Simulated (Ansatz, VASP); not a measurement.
# Cu in VASP and in Ansatz

Contents of INCAR:

```
SYSTEM = Cu
PREC = Accurate
ENCUT = 520
EDIFF = 1E-6
ISMEAR = 0
SIGMA = 0.1
LREAL = .False.
LASPH = .True.
NELM = 60
ALGO = Fast
ISIF = 2
LWAVE = .False.
LCHARG = .False.
GGA = PE
NBANDS = 12
```

KPOINTS

```
regular mesh
0
Gamma
  26 26 26
  0 0 0
```

The input POSCAR:

```
Cu
1.0
    0.0000000000      1.8504315811      1.8504315811
    1.8504315811      0.0000000000      1.8504315811
    1.8504315811      1.8504315811      0.0000000000
Cu
1
Direct
    0.0000000000      0.0000000000      0.0000000000
```

Input for Ansatz:

```yaml
crystal:
  lattice:
    - [0.0, 1.8504315811, 1.8504315811]
    - [1.8504315811, 0.0, 1.8504315811]
    - [1.8504315811, 1.8504315811, 0.0]
  atoms:
    - { symbol: Cu, position: [0.0, 0.0, 0.0] }
basis:
  ecutwfc: 420
kpoints:
  mp_grid: { grid: [26, 26, 26] }
hamiltonian:
  xc: pbe
scf:
  occupations: { method: gaussian, width: 0.1 }
output:
  forces: true
  stress: true
  eigenvalues: true
```

Alike in both runs: task single point; functional PBE; k mesh 26 × 26 × 26; occupations gaussian, width 0.1 eV; no spin polarisation.

```csv
,VASP,Ansatz
version,VASP 6.6.1,Ansatz 0.2.0
potentials or method,"VASP PAW PBE potentials, release 64 (Cu), cutoff 520 eV","scalar-relativistic, plane waves, PAW"
valence electrons in the cell,11,19
```

VASP gave:

* gap on the k mesh at the Fermi level (eV): none
* pressure (GPa): -6.5

Problem. Estimate Ansatz's values.

Solution. gap on the k mesh at the Fermi level (eV): none; pressure (GPa): -7.1.

A gap of «none» marks a metal or a gap that the smearing closes. With one functional, cell and mesh, what is left measures potentials, basis and numerics. VASP's potentials hold 11 valence electrons a cell and Ansatz's 19, so a difference there can come from the potentials and not from the codes.
